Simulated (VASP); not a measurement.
# C (Fmmm) in VASP: a series of runs

Runs on C. Level: PBEsol+D3(BJ). Tasks: single point.

Everything below comes from runs of VASP 6.6.1. Logs are shortened: lines on timing, memory, paths and dates and some standing lists are left out, and cuts for length are marked.

## (1) The cell of the first run

It takes space group Fmmm (No. 69, orthorhombic). Conventional cell: a = 2.437 Å, b = 4.218 Å, c = 6.589 Å, α = 90.00°, β = 90.00°, γ = 90.00°. C (site symmetry m2m) has 3 C at 1.31 to 1.46 Å within 1.7 Å.

## (2) Single point, PBEsol+D3(BJ) (atoms shifted along a free coordinate)

Contents of INCAR:

```
SYSTEM = C
  ALGO = Normal
  EDIFF = 1E-6
  ENCUT = 520
  GGA = PS
  ISIF = 2
  ISMEAR = 0
  IVDW = 12
  LASPH = .TRUE.
  LCHARG = .TRUE.
  LELF = .TRUE.
  LREAL = .FALSE.
  LVHAR = .TRUE.
  LWAVE = .FALSE.
  NBANDS = 11
  NELM = 60
  PREC = Accurate
  SIGMA = 0.03
```

Contents of KPOINTS:

```
k-points
0
G
  16 16 16
  0 0 0
```

Contents of POSCAR:

```
C
1.0
    0.0000000000      2.1088861730      3.2945337322
    1.2183718732      0.0000000000      3.2945337322
    1.2183718732      2.1088861730      0.0000000000
C
2
Direct
    0.1549584640      0.8450415360      0.1549584640
    0.8450415360      0.1549584640      0.8450415360
```

Potentials or basis: VASP PAW PBE potentials, release 64 (C).

Launch:

```console
$ cat potpaw_PBE.64/C/POTCAR > POTCAR
$ mpirun -np 1 vasp_std > vasp.out
```

OUTCAR:

```text
SYSTEM = C
   EDIFF = 1E-6
   ENCUT = 520
   GGA = PS
   ISIF = 2
   ISMEAR = 0
   IVDW = 12
   LASPH = .TRUE.
   LREAL = .FALSE.
   NELM = 60
   PREC = Accurate
 IVDW          = 12

 ion  position               nearest neighbor table
   1  0.155  0.845  0.155-   2 1.31   2 1.46   2 1.46
   2  0.845  0.155  0.845-   1 1.31   1 1.46   1 1.46

  LATTYP: Found a face centered orthorhombic cell.
 ALAT       =     2.4367437464
 B/A-ratio  =     1.7309051689
 C/A-ratio  =     2.7040461165

  Lattice vectors:

 A1 = (   0.0000000000,   2.1088861730,   3.2945337322)
 A2 = (   1.2183718732,   0.0000000000,   3.2945337322)
 A3 = (   1.2183718732,   2.1088861730,   0.0000000000)

Analysis of symmetry for initial positions (statically):
=====================================================================
 Subroutine PRICEL returns:
 Original cell was already a primitive cell.

 Routine SETGRP: Setting up the symmetry group for a
 face centered orthorhombic supercell.

 Subroutine GETGRP returns: Found  8 space group operations
 (whereof  8 operations were pure point group operations)
 out of a pool of  8 trial point group operations.

The static configuration has the point symmetry D_2h.

Analysis of symmetry for dynamics (positions and initial velocities):
=====================================================================
 Subroutine PRICEL returns:
 Original cell was already a primitive cell.

 Routine SETGRP: Setting up the symmetry group for a
 face centered orthorhombic supercell.

 Subroutine GETGRP returns: Found  8 space group operations
 (whereof  8 operations were pure point group operations)
 out of a pool of  8 trial point group operations.

The dynamic configuration has the point symmetry D_2h.

 Subroutine INISYM returns: Found  8 space group operations
 (whereof  8 operations are pure point group operations),
 and found     1 'primitive' translations

----------------------------------------------------------------------------------------

                                     Primitive cell

  volume of cell :      16.9300

  direct lattice vectors                    reciprocal lattice vectors
     0.000000000  2.108886173  3.294533732    -0.410383735  0.237091981  0.151766544
     1.218371873  0.000000000  3.294533732     0.410383735 -0.237091981  0.151766544
     1.218371873  2.108886173  0.000000000     0.410383735  0.237091981 -0.151766544

  length of vectors
     3.911694441  3.512603384  2.435535036     0.497655002  0.497655002  0.497655002

  position of ions in fractional coordinates (direct lattice)
     0.154958464  0.845041536  0.154958464
     0.845041536  0.154958464  0.845041536

  ion indices of the primitive-cell ions
   primitive index   ion index
                 1           1
                 2           2

----------------------------------------------------------------------------------------

 KPOINTS: k-points

Automatic generation of k-mesh.
 Grid dimensions read from file:
 generate k-points for:   16   16   16

 Generating k-lattice:

  Cartesian coordinates                     Fractional coordinates (reciprocal lattice)
    -0.025648983  0.014818249  0.009485409     0.062500000  0.000000000  0.000000000
     0.025648983 -0.014818249  0.009485409     0.000000000  0.062500000  0.000000000
     0.025648983  0.014818249 -0.009485409     0.000000000  0.000000000  0.062500000

  Length of vectors
     0.031103438  0.031103438  0.031103438

  Shift w.r.t. Gamma in fractional coordinates (k-lattice)
     0.000000000  0.000000000  0.000000000

 Subroutine IBZKPT returns following result:
 ===========================================

 Found    621 irreducible k-points:

 Following reciprocal coordinates:
            Coordinates               Weight
  0.000000  0.000000  0.000000      1.000000
  0.062500  0.000000  0.000000      8.000000
  0.125000  0.000000  0.000000      8.000000
  0.187500  0.000000 -0.000000      8.000000
  0.250000  0.000000  0.000000      8.000000
  0.312500  0.000000  0.000000      8.000000
[... 16 lines left out ...]
 -0.125000  0.062500  0.000000      8.000000
 -0.062500  0.062500  0.000000      4.000000
 [... further k-points ...]
   k-points           NKPTS =    621   k-points in BZ     NKDIM =    621   number of bands    NBANDS=     11
   number of dos      NEDOS =    301   number of ions     NIONS =      2
   total plane-waves  NPLWV =  15120
   dimension x,y,z NGX =    30 NGY =   28 NGZ =   18
   dimension x,y,z NGXF=    60 NGYF=   56 NGZF=   36
   ions per type =               2
   NGX,Y,Z   is equivalent  to a cutoff of  12.75, 13.25, 12.29 a.u.
   NGXF,Y,Z  is equivalent  to a cutoff of  25.50, 26.50, 24.57 a.u.
 SYSTEM =  C
   PREC   = accura    normal or accurate (medium, high low for compatibility)
   ISTART =      0    job   : 0-new  1-cont  2-samecut
   ICHARG =      2    charge: 1-file 2-atom 10-const
   ISPIN  =      1    spin polarized calculation?
   LNONCOLLINEAR =      F non collinear calculations
   LSORBIT =      F    spin-orbit coupling
   LASPH  =      T    aspherical Exc in radial PAW
   ENCUT  =  520.0 eV  38.22 Ry    6.18 a.u.   7.27  6.53  4.53*2*pi/ulx,y,z
   NELM   =     60;   NELMIN=  2; NELMDL= -5     # of ELM steps
   EDIFF  = 0.1E-05   stopping-criterion for ELM
   LREAL  =      F    real-space projection
   EDIFFG = 0.1E-04   stopping-criterion for IOM
   NSW    =      0    number of steps for IOM
   IBRION =     -1    ionic relax: 0-MD 1-quasi-New 2-CG
   NFREE  =      0    steps in history (QN), initial steepest desc. (CG)
   ISIF   =      2    stress and relaxation
   ISYM   =      2    0-nonsym 1-usesym 2-fastsym
   POTIM  = 0.5000    time-step for ionic-motion
   TEBEG  =    0.0;   TEEND  =   0.0 temperature during run
   PSTRESS=    0.0 pullay stress
   NELECT =       8.0000    total number of electrons
   NUPDOWN=      -1.0000    fix difference up-down
   EMIN   =  10.00;   EMAX   =-10.00  energy-range for DOS
   EFERMI =   0.00;   METHOD = LEGACY
   ISMEAR =     0;   SIGMA  =   0.03  broadening in eV -4-tet -1-fermi 0-gaus
   EFERMI_NEDOS =   21; number of points for ismear=-14 and -15
   IALGO  =     38    algorithm
   IMIX   =      4    mixing-type and parameters
     AMIX     =   0.40;   BMIX     =  1.00
     AMIX_MAG =   1.60;   BMIX_MAG =  1.00
  volume/ion in A,a.u.               =       8.46        57.12
  Fermi-wavevector in a.u.,A,eV,Ry     =   1.275124  2.409635 22.122282  1.625942
  Thomas-Fermi vector in A             =   2.407854
   LORBIT       =      0    0 simple, 1 ext, 2 COOP (PROOUT), +10 PAW based schemes
   GGA     = PS    functional components
   LHFCALC =     F    Hartree Fock is set to
   AEXX    =    0.0000 exact exchange contribution
   IVDW    =    12    specifies the selected vdW correction
   LEPSILON=     F    determine dielectric tensor
   LRPA    =     F    only Hartree local field effects (RPA)
 non-spin polarized calculation
 Gauss-broadening in eV      SIGMA  =   0.03
  energy-cutoff  :      520.00
  volume of cell :       16.93
 maximum number of plane-waves:       473
 NGX is ok and might be reduce to    30
   NGX = 15   NGY = 13   NGZ =  9

 number of electron       8.0000000 magnetization

 Free energy of the ion-electron system (eV)
  ---------------------------------------------------
  ext. energy  EPLUGINS =         0.00000000
  ---------------------------------------------------
  free energy    TOTEN  =       -18.95109097 eV

  energy without entropy =      -18.95105630  energy(sigma->0) =      -18.95107364

 E-fermi :   4.8239     XC(G=0): -10.7383

 val. band max:        4.8192562214   @ k =  -0.1250   0.2500   0.3750
 cond. band min:       4.8392854221   @ k =  -0.0625   0.3750   0.4375
 fundamental gap:      0.0200292007
 Fermi energy:         4.8239425908

 k-point     1 :       0.0000    0.0000    0.0000
  band No.  band energies     occupation
      1     -14.9611      2.00000
      2      -1.7755      2.00000
      3       0.5812      2.00000
      4       3.6124      2.00000
      5       9.0435      0.00000
      6      11.6295      0.00000
      7      15.3787      0.00000
      8      16.9330      0.00000
      9      18.6016      0.00000
     10      27.7669      0.00000
     11      30.4699      0.00000

 k-point     2 :       0.0625    0.0000    0.0000
  band No.  band energies     occupation
      1     -14.8627      2.00000
      2      -1.6955      2.00000
      3       0.3778      2.00000
      4       3.2028      2.00000
      5       9.2030      0.00000
      6      11.7977      0.00000
      7      15.7694      0.00000
      8      16.5915      0.00000
      9      18.7067      0.00000
     10      28.0974      0.00000
     11      29.3909      0.00000

 k-point     3 :       0.1250    0.0000    0.0000
  band No.  band energies     occupation
      1     -14.5680      2.00000
      2      -1.4549      2.00000
      3      -0.2041      2.00000
      4       2.1802      2.00000
      5       9.6829      0.00000
      6      12.1545      0.00000
      7      15.6246      0.00000
      8      16.8265      0.00000
      9      19.0927      0.00000
     10      27.2985      0.00000
     11      29.0497      0.00000

 k-point     4 :       0.1875    0.0000   -0.0000
  band No.  band energies     occupation
      1     -14.0799      2.00000
      2      -1.1586      2.00000
      3      -1.0389      2.00000
      4       0.9713      2.00000
      5      10.4667      0.00000
      6      12.4467      0.00000
      7      14.2071      0.00000
      8      18.3367      0.00000
      9      19.8495      0.00000
     10      25.3749      0.00000
     11      29.7640      0.00000

 k-point     5 :       0.2500    0.0000    0.0000
  band No.  band energies     occupation
      1     -13.4038      2.00000
      2      -2.4617      2.00000
      3      -0.4870      2.00000
      4      -0.0522      2.00000
      5      11.4283      0.00000
      6      12.5253      0.00000
      7      12.6693      0.00000
      8      20.1663      0.00000
      9      20.8791      0.00000
     10      23.8281      0.00000
     11      28.7021      0.00000
[... 211 lines left out ...]
 k-point    21 :      -0.2500    0.0625    0.0000
  band No.  band energies     occupation
      1     -12.5880      2.00000
      2      -4.0025      2.00000
      3      -0.7915      2.00000
      4       0.5141      2.00000
      5      10.5655      0.00000
      6      12.0934      0.00000
      7      12.7399      0.00000
      8      21.7968      0.00000
      9      22.2144      0.00000
     10      22.7055      0.00000
     11      27.7882      0.00000

 k-point    22 :      -0.1875    0.0625    0.0000
  band No.  band energies     occupation
      1     -13.4362      2.00000
      2      -2.4524      2.00000
      3      -0.2322      2.00000
      4      -0.0482      2.00000
      5      10.9954      0.00000
      6      12.4484      0.00000
      7      12.5644      0.00000
      8      20.1514      0.00000
      9      20.9690      0.00000
     10      23.6340      0.00000
     11      28.7191      0.00000

 k-point    23 :      -0.1250    0.0625    0.0000
  band No.  band energies     occupation
      1     -14.1031      2.00000
      2      -1.1456      2.00000
      3      -0.8605      2.00000
      4       0.9761      2.00000
      5      10.0950      0.00000
      6      12.4439      0.00000
      7      14.1643      0.00000
      8      18.3322      0.00000
      9      19.8698      0.00000
     10      25.2716      0.00000
     11      29.8271      0.00000

 k-point    24 :      -0.0625    0.0625    0.0000
  band No.  band energies     occupation
      1     -14.5800      2.00000
      2      -1.3530      2.00000
      3      -0.2051      2.00000
      4       2.1829      2.00000
      5       9.4838      0.00000
      6      12.1562      0.00000
      7      15.6147      0.00000
      8      16.8247      0.00000
      9      19.0951      0.00000
     10      27.2804      0.00000
     11      29.0388      0.00000

 [... further k-points ...]

------------------------ aborting loop because EDIFF is reached ----------------------------------------

 Edisp (eV)   -0.22425

 E8    (eV) :    -0.1091

  FORCE on cell =-STRESS in cart. coord.  units (eV):
  Direction    XX          YY          ZZ          XY          YZ          ZX
  --------------------------------------------------------------------------------------
  -------------------------------------------------------------------------------------
  Total       0.61409     4.06039    -0.00442     0.00000     0.00000     0.00000
  in kB      58.11436   384.25656    -0.41844     0.00000     0.00000     0.00000
  external pressure =      147.32 kB  Pullay stress =        0.00 kB

 VOLUME and BASIS-vectors are now :
 -----------------------------------------------------------------------------
  energy-cutoff  :      520.00
  volume of cell :       16.93
      direct lattice vectors                 reciprocal lattice vectors
     0.000000000  2.108886173  3.294533732    -0.410383735  0.237091981  0.151766544
     1.218371873  0.000000000  3.294533732     0.410383735 -0.237091981  0.151766544
     1.218371873  2.108886173  0.000000000     0.410383735  0.237091981 -0.151766544

 POSITION                                       TOTAL-FORCE (eV/Angst)
 -----------------------------------------------------------------------------------
      1.21837      0.65358      3.29453         0.000000      6.567153      0.000000
      1.21837      3.56419      3.29453         0.000000     -6.567153      0.000000
 -----------------------------------------------------------------------------------
    total drift:                               -0.000000     -0.000000     -0.000000

  FREE ENERGIE OF THE ION-ELECTRON SYSTEM (eV)
  ---------------------------------------------------
  free  energy   TOTEN  =       -19.1753419615 eV

  energy  without entropy=      -19.1753072931  energy(sigma->0) =      -19.17532463
```

Run time: 3.3 min. Hardware: 1 thread of Intel Xeon 8259CL, shared host; peak memory 0.22 GiB.

What came out:

| Property | Result |
| --- | --- |
| Free energy | -19.1753 eV |
| Pressure | 14.7 GPa |
| Largest force | 6.567 eV/Å |
| Band gap on the k mesh | zero (bands 4 and 5 overlap by 0.45 eV) |
| Dispersion energy per atom | -0.112 eV |

Forces in eV/Å, atoms in the order of the input:
```
C    0.000  6.567  0.000
C    0.000 -6.567  0.000
```

Caveat: the cell differs from its parent crystal (atoms shifted along a free coordinate); the cell stands under pressure; the PAW data sets were made with another functional, which shifts forces and pressure a little.

## (3) Single point, PBEsol+D3(BJ) (atoms shifted along a free coordinate)

Contents of INCAR:

```
SYSTEM = C
PREC = Accurate
ENCUT = 520
EDIFF = 1E-6
ISMEAR = 0
SIGMA = 0.03
LREAL = .FALSE.
LASPH = .TRUE.
NELM = 100
ALGO = Normal
ISIF = 2
LWAVE = .FALSE.
LCHARG = .FALSE.
GGA = PS
IVDW = 12
NBANDS = 11
```

Contents of KPOINTS:

```
Automatic mesh
0
G
  16 16 16
  0 0 0
```

Contents of POSCAR:

```
C
1.0
    0.0000000000      2.1088861730      3.2945337322
    1.2183718732      0.0000000000      3.2945337322
    1.2183718732      2.1088861730      0.0000000000
C
2
Direct
    0.1784547694      0.8215452306      0.1784547694
    0.8215452306      0.1784547694      0.8215452306
```

Potentials or basis: VASP PAW PBE potentials, release 64 (C).

Launch:

```console
$ cat potpaw_PBE.64/C/POTCAR > POTCAR
$ mpirun -np 1 vasp_std > vasp.out
```

Wall time 3.4 min (1 thread of Intel Xeon 8259CL, shared host); peak memory 0.22 GiB.

It converged, with:

| Quantity | Value |
| --- | --- |
| Free energy | -19.2223 eV |
| Pressure | 13.6 GPa |
| Largest force | 5.108 eV/Å |
| Dispersion energy per atom | -0.112 eV |

Forces in eV/Å, atoms in the order of the input:
```
C    0.000 -5.108  0.000
C    0.000  5.108  0.000
```

Stress tensor (GPa, compression positive):
```
33.86  0.00  0.00
 0.00  6.82  0.00
 0.00  0.00  0.13
```

Caveat: the cell differs from its parent crystal (atoms shifted along a free coordinate); the cell stands under pressure; the PAW data sets were made with another functional, which shifts forces and pressure a little.

## (4) Single point, PBEsol+D3(BJ) (atoms shifted along a free coordinate)

Contents of INCAR:

```
SYSTEM = C
ALGO = Normal
EDIFF = 1E-6
ENCUT = 520
GGA = PS
ISIF = 2
ISMEAR = 0
IVDW = 12
LASPH = .TRUE.
LCHARG = .FALSE.
LREAL = .FALSE.
LWAVE = .FALSE.
NBANDS = 11
NELM = 80
PREC = Accurate
SIGMA = 0.03
```

Contents of KPOINTS:

```
k-points
0
G
  16 16 16
  0 0 0
```

Contents of POSCAR:

```
C
1.0
    0.0000000000      2.1088861730      3.2945337322
    1.2183718732      0.0000000000      3.2945337322
    1.2183718732      2.1088861730      0.0000000000
C
2
Direct
    0.1314621586      0.8685378414      0.1314621586
    0.8685378414      0.1314621586      0.8685378414
```

Launch:

```console
$ cat potpaw_PBE.64/C/POTCAR > POTCAR
$ mpirun -np 1 vasp_std > vasp.out
```

Wall time 3.2 min (1 thread of Intel Xeon 8259CL, shared host); peak memory 0.22 GiB.

Results (log left out):

```
Free energy                : -16.0759 eV
Pressure                   : 69.6 GPa
Largest force              : 28.142 eV/Å
Band gap on the k mesh     : zero (bands 4 and 5 overlap by 2.85 eV)
Dispersion energy per atom : -0.113 eV
```

Forces on the atoms (eV/Å):
```
C     0.000  28.142   0.000
C     0.000 -28.142   0.000
```

Stress tensor (GPa, compression positive):
```
  7.86   0.00   0.00
  0.00 202.48   0.00
  0.00   0.00  -1.55
```

Levels at points of the mesh, in eV from the Fermi level:
```tsv
k point	band 1	band 2	band 3	band 4	band 5	band 6	band 7	band 8
(0.00, 0.00, 0.00)	-20.58	-7.65	-7.19	1.40	2.33	3.64	10.33	12.30
(0.50, 0.00, 0.00)	-16.11	-12.92	-6.97	-4.47	3.02	4.25	12.07	13.20
(0.50, 0.50, 0.00)	-20.25	-9.70	-7.11	1.34	2.27	9.51	10.13	12.34
(0.50, 0.00, 0.50)	-16.56	-13.65	-5.87	-1.76	0.63	8.15	9.34	11.23
(0.00, 0.50, 0.50)	-16.40	-13.37	-5.95	-2.96	-1.45	7.82	13.66	14.68
```

Caveat: the cell differs from its parent crystal (atoms shifted along a free coordinate); the cell stands under pressure; the PAW data sets were made with another functional, which shifts forces and pressure a little.

## (5) Summary

```tsv
cell	gap on the mesh (eV)	pressure (GPa)	largest force (eV/Å)
as given, atomic positions A	none	14.7	6.57
as given, atomic positions B	-	13.6	5.11
as given, atomic positions C	none	69.6	28.14
```

Alike in all rows: task single point; level PBEsol+D3(BJ); potentials or basis VASP PAW PBE potentials, release 64 (C); no spin polarisation; k mesh 16 × 16 × 16; cutoff (eV) 520; smearing gaussian 0.03 eV.

Caveats: the cell stands under pressure; the PAW data sets were made with another functional, which shifts forces and pressure a little.

Total energies depend on the potentials used, so only differences within one code and one set of settings carry meaning.
